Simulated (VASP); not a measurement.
A run of VASP 6.6.1:

File INCAR:

```
SYSTEM = Hf3C2
ALGO = Normal
EDIFF = 1E-6
ENCUT = 520
GGA = PE
ISIF = 2
ISMEAR = 0
LASPH = .TRUE.
LCHARG = .FALSE.
LREAL = .FALSE.
LWAVE = .FALSE.
NBANDS = 27
NELM = 60
PREC = Accurate
SIGMA = 0.1
```

Contents of KPOINTS:

```
k-points
0
G
  6 6 4
  0 0 0
```

The input POSCAR:

```
Hf3C2
1.0
    3.7699372178      0.0000000000      0.0000000000
   -1.8849686089      3.2648614013      0.0000000000
    0.0000000000      0.0000000000      5.8654099353
Hf C
3 2
Direct
    0.0000000000      0.0000000000      0.0000000000
    0.3333333333      0.6666666667      0.6450000000
    0.6666666667      0.3333333333      0.3550000000
    0.3333333333      0.6666666667      0.2450000000
    0.6666666667      0.3333333333      0.7550000000
```

Potentials or basis: VASP PAW PBE potentials, release 64 (Hf_pv, C).

Command:

```sh
$ cat potpaw_PBE.64/Hf_pv/POTCAR potpaw_PBE.64/C/POTCAR > POTCAR
$ mpirun -np 1 vasp_std > vasp.out
```

Hardware: 1 thread of AMD EPYC 9R14 (Zen 4) (shared host).

**Question.** Estimate the wall time of this run.

**Answer.** Wall time 42 s on 1 thread of AMD EPYC 9R14 (Zen 4) (shared host), peak memory 0.16 GiB. Counts: scf iterations 14, k points 24.
